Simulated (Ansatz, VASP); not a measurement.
**One calculation of InSb, two programs**

The input INCAR:

```
  PREC = Accurate
  ENCUT = 520
  EDIFF = 1E-6
  ISMEAR = -1
  SIGMA = 0.01
  LREAL = False
  LASPH = True
  NELM = 100
  ALGO = Normal
  ISIF = 2
  LWAVE = False
  LCHARG = False
  GGA = PE
  NBANDS = 26
```

The input KPOINTS:

```
Automatic mesh
0
Gamma
  10 10 8
```

File POSCAR:

```
InSb
1.0
    3.0633140000     -3.0813730000      0.0000000000
    3.0633140000      3.0813730000      0.0000000000
    0.0000000000      0.0000000000      6.1268940000
In Sb
2 2
Direct
    0.2794110000      0.7205890000      0.2500000000
    0.7205890000      0.2794110000      0.7500000000
    0.7772050000      0.2227950000      0.2500000000
    0.2227950000      0.7772050000      0.7500000000
```

Input for Ansatz:

```yaml
crystal:
  lattice:
    - [3.063314, -3.081373, 0.0]
    - [3.063314, 3.081373, 0.0]
    - [0.0, 0.0, 6.126894]
  atoms:
    - { symbol: In, position: [0.279411, 0.720589, 0.25] }
    - { symbol: In, position: [0.720589, 0.279411, 0.75] }
    - { symbol: Sb, position: [0.777205, 0.222795, 0.25] }
    - { symbol: Sb, position: [0.222795, 0.777205, 0.75] }
basis:
  ecutwfc: 420
kpoints:
  mp_grid: { grid: [10, 10, 8] }
hamiltonian:
  xc: pbe
scf:
  occupations: { method: fermi_dirac, width: 0.01 }
output:
  forces: true
  stress: true
  eigenvalues: true
```

Alike in both runs: task single point; functional PBE; k mesh 10 × 10 × 8; occupations fermi-dirac, width 0.01 eV; no spin polarisation.

|  | VASP | Ansatz |
| --- | --- | --- |
| version | VASP 6.6.1 | Ansatz 0.2.0 |
| potentials or method | VASP PAW PBE potentials, release 64 (In_d, Sb), cutoff 520 eV | scalar-relativistic, plane waves, PAW |
| valence electrons in the cell | 36 | 56 |

```tsv
	VASP	Ansatz	Ansatz less VASP
gap on the k mesh at the Fermi level (eV)	none	none	-
pressure (GPa)	0.1	0.1	+0.04
traceless stress, the component that is largest in VASP (GPa)	-0.25	-0.24	+0.003
rms of the force components (eV/Å)	0.003	0.003	+0.0008
```

Atom by atom the forces differ by 0.001 eV/Å (rms over components). A gap of «none» marks a metal or a gap that the smearing closes. VASP's potentials hold 36 valence electrons a cell and Ansatz's 56, so a difference there can come from the potentials and not from the codes.

Neither program's run includes spin-orbit coupling.
